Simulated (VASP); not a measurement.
Set up this calculation in VASP 6.6.1, as the native input.

```yaml
Task: single point
Functional: LDA
Potentials_or_basis: VASP PAW LDA potentials, release 64 (Sc_sv)
Cutoff: 520 eV
k_mesh: 12 × 12 × 8
Occupations: fermi-dirac, width 0.15 eV
Spin: no spin polarisation
Dipole_correction: no
Further_INCAR_settings: ALGO = Fast; EDIFF = 1e-07; NBANDS = 18
```

The structure of Sc lies in POSCAR:

```
Sc
1.0
    3.2252108422      0.0000000028      0.0000000000
   -1.6126054236      2.7931145205      0.0000000000
    0.0000000000      0.0000000000      5.0312470971
Sc
2
Direct
    0.3333333333      0.6666666667      0.2500000000
    0.6666666667      0.3333333333      0.7500000000
```

These files were run (other wordings do the same):

INCAR

```
SYSTEM = Sc
PREC     = Accurate       ! precision mode
ENCUT    = 520            ! plane-wave cutoff, eV
EDIFF    = 1E-7           ! SCF threshold, eV
ISMEAR   = -1             ! smearing method
SIGMA    = 0.15           ! smearing width, eV
LREAL    = .False.        ! projectors in reciprocal space
LASPH    = .True.         ! aspherical terms in the spheres
NELM     = 80             ! most SCF steps
ALGO     = Fast           ! electronic algorithm
ISIF     = 2              ! what is computed and relaxed
LWAVE    = .False.        ! write WAVECAR
LCHARG   = .False.        ! write CHGCAR
GGA      = CA             ! functional
NBANDS   = 18             ! bands
```

KPOINTS

```
Automatic mesh
0
Gamma
  12 12 8
  0 0 0
```

Potentials or basis: VASP PAW LDA potentials, release 64 (Sc_sv).

Launch:

```bash
$ cat potpaw_LDA.64/Sc_sv/POTCAR > POTCAR
$ mpirun -np 1 vasp_std > vasp.out
```

Results of the run:

* Pressure: 0.1 GPa
* Band gap on the k mesh: zero (band 11 reaches 4.96 eV, above the bottom of band 12 at 3.37 eV)

It took 45 s on 1 thread of Intel(R) Xeon(R) 6975P-C (Granite Rapids), on a shared host, peak memory 0.18 GiB.
